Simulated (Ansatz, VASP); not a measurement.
Al: VASP beside Ansatz

The input INCAR:

```
PREC = Accurate ; ENCUT = 520
EDIFF = 1E-7 ; ISMEAR = 1
SIGMA = 0.1 ; LREAL = F
LASPH = T ; NELM = 100
ALGO = Normal ; ISIF = 2
LWAVE = F ; LCHARG = T
GGA = PS ; LELF = T
LVHAR = T ; NBANDS = 14
```

The input KPOINTS:

```
regular mesh
0
Gamma
  7 7 2
```

POSCAR

```
Al
1.0
    2.8270770000      0.0000000000      0.0000000000
   -1.4135390000      2.4483210000      0.0000000000
    0.0000000000      0.0000000000      9.1859930000
Al
4
Direct
    0.0000000000      0.0000000000      0.0000000000
    0.3333333333      0.6666666667      0.2500000000
    0.0000000000      0.0000000000      0.5000000000
    0.6666666667      0.3333333333      0.7500000000
```

Input for Ansatz:

```yaml
crystal:
  lattice:
    - [2.827077, 0.0, 0.0]
    - [-1.413539, 2.448321, 0.0]
    - [0.0, 0.0, 9.185993]
  atoms:
    - { symbol: Al, position: [0.0, 0.0, 0.0] }
    - { symbol: Al, position: [0.3333333333333333, 0.6666666666666666, 0.25] }
    - { symbol: Al, position: [0.0, 0.0, 0.5] }
    - { symbol: Al, position: [0.6666666666666666, 0.3333333333333333, 0.75] }
basis:
  ecutwfc: 462.593566181796
kpoints:
  mp_grid:
    grid: [7, 7, 2]
hamiltonian:
  xc: pbesol
  pseudopotentials:
    kind: paw
scf:
  occupations:
    method: cold
output:
  forces: true
  stress: true
```

Alike in both runs: task single point; functional PBEsol; k mesh 7 × 7 × 2; no spin polarisation.

|  | VASP | Ansatz |
| --- | --- | --- |
| version | VASP 6.6.1 | Ansatz 0.2.0 |
| potentials or method | VASP PAW PBE potentials, release 64 (Al), cutoff 520 eV | plane waves, PAW |
| occupations | methfessel-paxton of order 1, width 0.1 eV | cold |
| valence electrons in the cell | 12 | 12 |

```csv
,VASP,Ansatz,Ansatz less VASP
pressure (GPa),1.9,1.8,-0.11
"traceless stress, the component that is largest in VASP (GPa)",0.35,0.47,+0.112
```

VASP's potentials were made for PBE, not for PBEsol.

The k mesh is coarse, so the values compare programs but aren't converged.
